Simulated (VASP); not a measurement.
# RbP2O5 (P6mm) in VASP: notebook

RbP2O5 is run at these levels: PBE; tasks: single point.

Program: VASP 6.6.1. These are calculated values, not measurements. Logs are shortened: lines on timing, memory, paths and dates and some standing lists are left out, and cuts for length are marked.

### 1 The cell of the first run

Symmetry: P6mm, No. 183, hexagonal system. The conventional cell has a = 5.659 Å, b = 5.659 Å, c = 3.270 Å, α = 90.00°, β = 90.00°, γ = 120.00°. Rb (site symmetry 6mm) has 18 O at 3.23 to 3.31 Å and 2 Rb at 3.27 Å and 12 P at 3.54 to 3.78 Å within 4.2 Å. P (site symmetry 3m) has 5 O at 1.58 to 1.69 Å within 2.1 Å. Within 2.1 Å of O (site symmetry 3m) lie 2 P at 1.58 to 1.69 Å and 3 O at 2.04 Å. O (site symmetry 2mm) has 2 P at 1.67 Å and 2 O at 2.04 Å within 2.2 Å.

The cell was built from a structure type or drawn by symmetry, and may not be a known phase.

### 2 Single point, PBE, collinear spin, ferromagnetic start

The input, INCAR:

```
SYSTEM = RbP2O5
PREC = Accurate
ENCUT = 520
EDIFF = 1E-6
ISMEAR = 0
SIGMA = 0.1
LREAL = .False.
LASPH = .True.
NELM = 150
ALGO = Normal
ISIF = 2
LWAVE = .False.
LCHARG = .True.
ISPIN = 2
MAGMOM = 0 0 0 1 1 1 1 1
LORBIT = 11
GGA = PE
LELF = .True.
LVHAR = .True.
NBANDS = 38
```

The input, KPOINTS:

```
Automatic mesh
0
Gamma
  6 6 6
  0 0 0
```

The input, POSCAR:

```
RbP2O5
1.0
    5.6589368600      0.0000000000      0.0000000000
   -2.8294684300      4.9007830800      0.0000000000
    0.0000000000      0.0000000000      3.2698627500
Rb P O
1 2 5
Direct
    0.0000000000      0.0000000000      0.0833000000
    0.3333333300      0.6666666700      0.5000000000
    0.6666666700      0.3333333300      0.5000000000
    0.3333333300      0.6666666700      0.9831453100
    0.0000000000      0.5000000000      0.6070381300
    0.5000000000      0.5000000000      0.6070381300
    0.5000000000      0.0000000000      0.6070381300
    0.6666666700      0.3333333300      0.9831453100
```

Potentials or basis: VASP PAW PBE potentials, release 64 (Rb_sv, P, O).

Command:

```bash
> cat potpaw_PBE.64/Rb_sv/POTCAR potpaw_PBE.64/P/POTCAR potpaw_PBE.64/O/POTCAR > POTCAR
> mpirun -np 1 vasp_std > vasp.out
```

OUTCAR:

```text
SYSTEM = RbP2O5
   PREC = Accurate
   ENCUT = 520
   EDIFF = 1E-6
   ISMEAR = 0
   LREAL = .False.
   LASPH = .True.
   NELM = 150
   ISIF = 2
   ISPIN = 2
   LORBIT = 11
   GGA = PE

 ion  position               nearest neighbor table
   1  0.000  0.000  0.083-   7 3.23   7 3.23   5 3.23   5 3.23   6 3.23   6 3.23   8 3.28   4 3.28
                             8 3.28   4 3.28   8 3.28   4 3.28   7 3.31   7 3.31   5 3.31   6 3.31
   2  0.333  0.667  0.500-   4 1.58   5 1.67   7 1.67   6 1.67   4 1.69   1 3.54   1 3.54   1 3.54
                             1 3.78   1 3.78   1 3.78
   3  0.667  0.333  0.500-   8 1.58   5 1.67   7 1.67   6 1.67   8 1.69   1 3.54   1 3.54   1 3.54
                             1 3.78   1 3.78   1 3.78
   4  0.333  0.667  0.983-   2 1.58   2 1.69   1 3.28   1 3.28   1 3.28
   5  0.000  0.500  0.607-   2 1.67   3 1.67   1 3.23   1 3.23   1 3.31   1 3.31
   6  0.500  0.500  0.607-   2 1.67   3 1.67   1 3.23   1 3.23   1 3.31   1 3.31
   7  0.500  0.000  0.607-   2 1.67   3 1.67   1 3.23   1 3.23   1 3.31   1 3.31
   8  0.667  0.333  0.983-   3 1.58   3 1.69   1 3.28   1 3.28   1 3.28

  LATTYP: Found a hexagonal cell.
 ALAT       =     5.6589368600
 C/A-ratio  =     0.5778228015

  Lattice vectors:

 A1 = (   5.6589368600,   0.0000000000,   0.0000000000)
 A2 = (  -2.8294684300,   4.9007830800,   0.0000000000)
 A3 = (   0.0000000000,   0.0000000000,   3.2698627500)

Analysis of symmetry for initial positions (statically):
=====================================================================
 Subroutine PRICEL returns:
 Original cell was already a primitive cell.

 Routine SETGRP: Setting up the symmetry group for a
 hexagonal supercell.

 Subroutine GETGRP returns: Found 12 space group operations
 (whereof 12 operations were pure point group operations)
 out of a pool of 24 trial point group operations.

The static configuration has the point symmetry C_6v.

Analysis of symmetry for dynamics (positions and initial velocities):
=====================================================================
 Subroutine PRICEL returns:
 Original cell was already a primitive cell.

 Routine SETGRP: Setting up the symmetry group for a
 hexagonal supercell.

 Subroutine GETGRP returns: Found 12 space group operations
 (whereof 12 operations were pure point group operations)
 out of a pool of 24 trial point group operations.

The dynamic configuration has the point symmetry C_6v.

Analysis of structural, dynamic, and magnetic symmetry:
=====================================================================
 Subroutine PRICEL returns:
 Original cell was already a primitive cell.

 Routine SETGRP: Setting up the symmetry group for a
 hexagonal supercell.

 Subroutine GETGRP returns: Found 12 space group operations
 (whereof 12 operations were pure point group operations)
 out of a pool of 24 trial point group operations.

The overall configuration has the point symmetry C_6v.

 Subroutine INISYM returns: Found 12 space group operations
 (whereof 12 operations are pure point group operations),
 and found     1 'primitive' translations

----------------------------------------------------------------------------------------

                                     Primitive cell

  volume of cell :      90.6838

  direct lattice vectors                    reciprocal lattice vectors
     5.658936860  0.000000000  0.000000000     0.176711638  0.102024512  0.000000000
    -2.829468430  4.900783080  0.000000000     0.000000000  0.204049023  0.000000000
     0.000000000  0.000000000  3.269862750     0.000000000  0.000000000  0.305823234

  length of vectors
     5.658936860  5.658936861  3.269862750     0.204049023  0.204049023  0.305823234

  position of ions in fractional coordinates (direct lattice)
     0.000000000  0.000000000  0.083300000
     0.333333330  0.666666670  0.500000000
     0.666666670  0.333333330  0.500000000
     0.333333330  0.666666670  0.983145310
     0.000000000  0.500000000  0.607038130
     0.500000000  0.500000000  0.607038130
     0.500000000  0.000000000  0.607038130
     0.666666670  0.333333330  0.983145310

  ion indices of the primitive-cell ions
   primitive index   ion index
                 1           1
                 2           2
                 3           3
                 4           4
                 5           5
                 6           6
                 7           7
                 8           8

----------------------------------------------------------------------------------------

 KPOINTS: Automatic mesh

Automatic generation of k-mesh.
 Grid dimensions read from file:
 generate k-points for:    6    6    6

 Generating k-lattice:

  Cartesian coordinates                     Fractional coordinates (reciprocal lattice)
     0.029451940  0.017004085  0.000000000     0.166666667  0.000000000  0.000000000
     0.000000000  0.034008171  0.000000000     0.000000000  0.166666667  0.000000000
     0.000000000  0.000000000  0.050970539     0.000000000  0.000000000  0.166666667

  Length of vectors
     0.034008171  0.034008171  0.050970539

  Shift w.r.t. Gamma in fractional coordinates (k-lattice)
     0.000000000  0.000000000  0.000000000

 Subroutine IBZKPT returns following result:
 ===========================================

 Found     28 irreducible k-points:

 Following reciprocal coordinates:
            Coordinates               Weight
  0.000000  0.000000  0.000000      1.000000
  0.166667  0.000000  0.000000      6.000000
  0.333333  0.000000  0.000000      6.000000
  0.500000  0.000000  0.000000      3.000000
  0.166667  0.166667  0.000000      6.000000
  0.333333  0.166667  0.000000     12.000000
[... 16 lines left out ...]
  0.166667  0.000000  0.500000      6.000000
  0.333333  0.000000  0.500000      6.000000
 [... further k-points ...]
   k-points           NKPTS =     28   k-points in BZ     NKDIM =     28   number of bands    NBANDS=     38
   number of dos      NEDOS =    301   number of ions     NIONS =      8
   total plane-waves  NPLWV =  42336
   dimension x,y,z NGX =    42 NGY =   42 NGZ =   24
   dimension x,y,z NGXF=    84 NGYF=   84 NGZF=   48
   ions per type =               1   2   5
   NGX,Y,Z   is equivalent  to a cutoff of  12.34, 12.34, 12.20 a.u.
   NGXF,Y,Z  is equivalent  to a cutoff of  24.68, 24.68, 24.40 a.u.
 SYSTEM =  RbP2O5
   PREC   = accura    normal or accurate (medium, high low for compatibility)
   ISTART =      0    job   : 0-new  1-cont  2-samecut
   ICHARG =      2    charge: 1-file 2-atom 10-const
   ISPIN  =      2    spin polarized calculation?
   LNONCOLLINEAR =      F non collinear calculations
   LSORBIT =      F    spin-orbit coupling
   LASPH  =      T    aspherical Exc in radial PAW
   ENCUT  =  520.0 eV  38.22 Ry    6.18 a.u.  10.52 10.52  6.08*2*pi/ulx,y,z
   NELM   =    150;   NELMIN=  2; NELMDL= -5     # of ELM steps
   EDIFF  = 0.1E-05   stopping-criterion for ELM
   LREAL  =      F    real-space projection
   EDIFFG = 0.1E-04   stopping-criterion for IOM
   NSW    =      0    number of steps for IOM
   IBRION =     -1    ionic relax: 0-MD 1-quasi-New 2-CG
   NFREE  =      0    steps in history (QN), initial steepest desc. (CG)
   ISIF   =      2    stress and relaxation
   ISYM   =      2    0-nonsym 1-usesym 2-fastsym
   POTIM  = 0.5000    time-step for ionic-motion
   TEBEG  =    0.0;   TEEND  =   0.0 temperature during run
   PSTRESS=    0.0 pullay stress
   NELECT =      49.0000    total number of electrons
   NUPDOWN=      -1.0000    fix difference up-down
   EMIN   =  10.00;   EMAX   =-10.00  energy-range for DOS
   EFERMI =   0.00;   METHOD = LEGACY
   ISMEAR =     0;   SIGMA  =   0.10  broadening in eV -4-tet -1-fermi 0-gaus
   EFERMI_NEDOS =   21; number of points for ismear=-14 and -15
   IALGO  =     38    algorithm
   IMIX   =      4    mixing-type and parameters
     AMIX     =   0.40;   BMIX     =  1.00
     AMIX_MAG =   1.60;   BMIX_MAG =  1.00
  volume/ion in A,a.u.               =      11.34        76.50
  Fermi-wavevector in a.u.,A,eV,Ry     =   1.333410  2.519779 24.190902  1.777981
  Thomas-Fermi vector in A             =   2.462270
   LORBIT       =     11    0 simple, 1 ext, 2 COOP (PROOUT), +10 PAW based schemes
   GGA     = PE    functional components
   LHFCALC =     F    Hartree Fock is set to
   AEXX    =    0.0000 exact exchange contribution
   IVDW    =     0    specifies the selected vdW correction
   LEPSILON=     F    determine dielectric tensor
   LRPA    =     F    only Hartree local field effects (RPA)
 spin polarized calculation
 Gauss-broadening in eV      SIGMA  =   0.10
  energy-cutoff  :      520.00
  volume of cell :       90.68
 maximum number of plane-waves:      2478
   NGX = 21   NGY = 21   NGZ = 13

 number of electron      49.0000018 magnetization       0.0003136

 number of electron      49.0000018 magnetization      -0.0001913

 Free energy of the ion-electron system (eV)
  ---------------------------------------------------
  ext. energy  EPLUGINS =         0.00000000
  ---------------------------------------------------
  free energy    TOTEN  =       -43.66852522 eV

  energy without entropy =      -43.66709771  energy(sigma->0) =      -43.66781147

 E-fermi :   8.8439     XC(G=0): -10.5783

 val. band max:        8.7551142450   @ k =   0.1667   0.0000   0.0000
 cond. band min:       9.0287616674   @ k =   0.1667   0.1667   0.0000
 fundamental gap:      0.2736474224
 Fermi energy:         8.8438651991

 spin component 1

 k-point     1 :       0.0000    0.0000    0.0000
  band No.  band energies     occupation
      1     -21.8146      1.00000
      2     -18.2986      1.00000
      3     -15.9777      1.00000
      4     -14.9329      1.00000
      5     -14.9329      1.00000
      6     -12.1320      1.00000
[... 28 lines left out ...]
     35      15.6960      0.00000
     36      15.6960      0.00000
[... 866 lines left out ...]
      6     -14.1620      1.00000
[... 28 lines left out ...]
     35      14.0438      0.00000
     36      15.0490      0.00000

 [... further k-points ...]

 spin component 2

 k-point     1 :       0.0000    0.0000    0.0000
  band No.  band energies     occupation
      1     -21.8147      1.00000
      2     -18.2987      1.00000
      3     -15.9777      1.00000
      4     -14.9329      1.00000
      5     -14.9329      1.00000
      6     -12.1320      1.00000
[... 28 lines left out ...]
     35      15.6960      0.00000
     36      15.6960      0.00000
[... 866 lines left out ...]
      6     -14.1620      1.00000
[... 28 lines left out ...]
     35      14.0436      0.00000
     36      15.0489      0.00000

 [... further k-points ...]

 [bands above 36 left out]

------------------------ aborting loop because EDIFF is reached ----------------------------------------

  FORCE on cell =-STRESS in cart. coord.  units (eV):
  Direction    XX          YY          ZZ          XY          YZ          ZX
  --------------------------------------------------------------------------------------
  -------------------------------------------------------------------------------------
  Total       16.9383758     16.9383758     21.4298490     -0.0000000     -0.0000000      0.0000000
  in kB      299.2626342    299.2626343    378.6167663     -0.0000000     -0.0000000      0.0000000
  external PRESSURE =     325.7140116 kB  Pullay stress =       0.0000000 kB

 VOLUME and BASIS-vectors are now :
 -----------------------------------------------------------------------------
  energy-cutoff  :      520.00
  volume of cell :       90.68
      direct lattice vectors                 reciprocal lattice vectors
     5.658936860  0.000000000  0.000000000     0.176711638  0.102024512  0.000000000
    -2.829468430  4.900783080  0.000000000     0.000000000  0.204049023  0.000000000
     0.000000000  0.000000000  3.269862750     0.000000000  0.000000000  0.305823234

 POSITION                                       TOTAL-FORCE (eV/Angst)
 -----------------------------------------------------------------------------------
      0.00000      0.00000      0.27238        -0.000000      0.000000     -0.216742
     -0.00000      3.26719      1.63493         0.000000     -0.000000     -2.337687
      2.82947      1.63359      1.63493        -0.000000      0.000000     -2.337687
     -0.00000      3.26719      3.21475        -0.000000      0.000000      8.734044
     -1.41473      2.45039      1.98493        -0.000000      0.000000     -4.191991
      1.41473      2.45039      1.98493        -0.000000     -0.000000     -4.191991
      2.82947      0.00000      1.98493        -0.000000     -0.000000     -4.191991
      2.82947      1.63359      3.21475         0.000000      0.000000      8.734044
 -----------------------------------------------------------------------------------
    total drift:                                0.000000      0.000000     -0.002269

  FREE ENERGIE OF THE ION-ELECTRON SYSTEM (eV)
  ---------------------------------------------------
  free  energy   TOTEN  =       -43.6685252211 eV

  energy  without entropy=      -43.6670977148  energy(sigma->0) =      -43.66781147

 total charge

# of ion       s       p       d       tot
------------------------------------------
    1        1.945   5.347   0.034   7.327
    2        0.989   1.282   0.000   2.270
    3        0.989   1.282   0.000   2.270
    4        1.587   3.681   0.000   5.268
    5        1.604   3.571   0.000   5.175
    6        1.604   3.571   0.000   5.175
    7        1.604   3.571   0.000   5.175
    8        1.587   3.681   0.000   5.268
--------------------------------------------------
tot         11.909  25.985   0.034  37.928

 magnetization (x)

# of ion       s       p       d       tot
------------------------------------------
    1        0.000  -0.000   0.000  -0.000
    2       -0.000  -0.000   0.000  -0.000
    3       -0.000  -0.000   0.000  -0.000
    4        0.000   0.000   0.000   0.000
    5       -0.000   0.000   0.000   0.000
    6       -0.000   0.000   0.000   0.000
    7       -0.000   0.000   0.000   0.000
    8        0.000   0.000   0.000   0.000
--------------------------------------------------
tot          0.000   0.000   0.000   0.000
```

It took 1.8 min on 1 thread of Intel Xeon Platinum 8488C (Sapphire Rapids), shared host; peak memory 0.31 GiB.

What came out:

| Quantity | Value |
| --- | --- |
| Free energy | -43.6685 eV |
| Pressure | 32.6 GPa |
| Largest force | 8.734 eV/Å |
| Net moment | 0.00 μB per cell |
| Valence electrons inside the program's atomic spheres | Rb 7.33; P 2.27; O 5.27, 5.17 (each value once) |

Forces in eV/Å, atoms in the order of the input:
```
Rb   0.000  0.000 -0.217
P    0.000  0.000 -2.338
P    0.000  0.000 -2.338
O    0.000  0.000  8.734
O    0.000  0.000 -4.192
O    0.000  0.000 -4.192
O    0.000  0.000 -4.192
O    0.000  0.000  8.734
```

Caveat: the cell stands under pressure; forces of over 1 eV/Å act on the atoms, so gaps and moduli don't describe the material at rest.

### 3 Single point, PBE, collinear spin, ferromagnetic start

This run uses another cell than the first one, of 18.18 Å³/atom.

The input, INCAR:

```
PREC = Accurate
ENCUT = 520
EDIFF = 1E-6
ISMEAR = 0
SIGMA = 0.1
LREAL = F
LASPH = T
NELM = 150
ALGO = Normal
ISIF = 2
LWAVE = F
LCHARG = F
ISPIN = 2
MAGMOM = 0 0 0 1 1 1 1 1
LORBIT = 11
GGA = PE
NBANDS = 38
```

The input, KPOINTS:

```
regular mesh
0
Gamma
  6 6 4
```

The input, POSCAR:

```
RbP2O5
1.0
    5.4333201349      0.0000000000      0.0000000000
   -2.7166600675      4.7053932637      0.0000000000
    0.0000000000      0.0000000000      5.6890019056
Rb P O
1 2 5
Direct
    0.0000000000      0.0000000000      0.9593987584
    0.3333333333      0.6666666667      0.4413563018
    0.6666666667      0.3333333333      0.4413563018
    0.3333333333      0.6666666667      0.1794781819
    0.0000000000      0.5000000000      0.5565457614
    0.5000000000      0.5000000000      0.5565457614
    0.5000000000      0.0000000000      0.5565457614
    0.6666666667      0.3333333333      0.1794781819
```

Potentials or basis: VASP PAW PBE potentials, release 64 (Rb_sv, P, O).

Command:

```bash
> cat potpaw_PBE.64/Rb_sv/POTCAR potpaw_PBE.64/P/POTCAR potpaw_PBE.64/O/POTCAR > POTCAR
> mpirun -np 1 vasp_std > vasp.out
```

Run time: 2.6 min. Hardware: 1 thread of Intel Xeon Platinum 8488C (Sapphire Rapids), shared host; peak memory 0.39 GiB.

Results (log left out):

```yaml
Free_energy: -51.0580 eV
Pressure: -0.3 GPa
Largest_force: 0.047 eV/Å
Net_moment: 0.00 μB per cell
Valence_electrons_inside_the_program's_atomic_spheres: Rb 7.29; P 2.33; O 5.11, 5.09 (each value once)
```

Forces on the atoms (eV/Å):
```
Rb   0.000  0.000  0.001
P    0.000  0.000  0.035
P    0.000  0.000  0.035
O    0.000  0.000  0.035
O    0.000  0.000 -0.047
O    0.000  0.000 -0.047
O    0.000  0.000 -0.047
O    0.000  0.000  0.035
```

Stress tensor (GPa, compression positive):
```
-0.35  0.00  0.00
 0.00 -0.35  0.00
 0.00  0.00 -0.19
```

Levels at points of the mesh, in eV from the Fermi level:
Spin up:
```csv
k point,band 22,band 23,band 24,band 25,band 26,band 27,band 28,band 29
"(0.00, 0.00, 0.00)",-4.70,-4.65,-4.65,-1.79,1.13,3.31,3.31,3.80
"(0.50, 0.00, 0.00)",-4.67,-4.64,-4.52,0.47,2.37,3.31,3.91,3.92
"(0.00, 0.00, 0.50)",-4.64,-4.55,-4.55,-1.57,2.29,3.05,3.05,3.24
"(0.50, 0.00, 0.50)",-4.66,-4.55,-4.54,0.58,2.88,3.35,3.75,3.81
```
Spin down:
```csv
k point,band 22,band 23,band 24,band 25,band 26,band 27,band 28,band 29
"(0.00, 0.00, 0.00)",-4.70,-4.65,-4.65,-1.79,1.13,3.31,3.31,3.80
"(0.50, 0.00, 0.00)",-4.67,-4.64,-4.52,0.47,2.37,3.31,3.91,3.92
"(0.00, 0.00, 0.50)",-4.64,-4.55,-4.55,-1.57,2.29,3.05,3.05,3.24
"(0.50, 0.00, 0.50)",-4.66,-4.55,-4.54,0.58,2.88,3.35,3.75,3.81
```
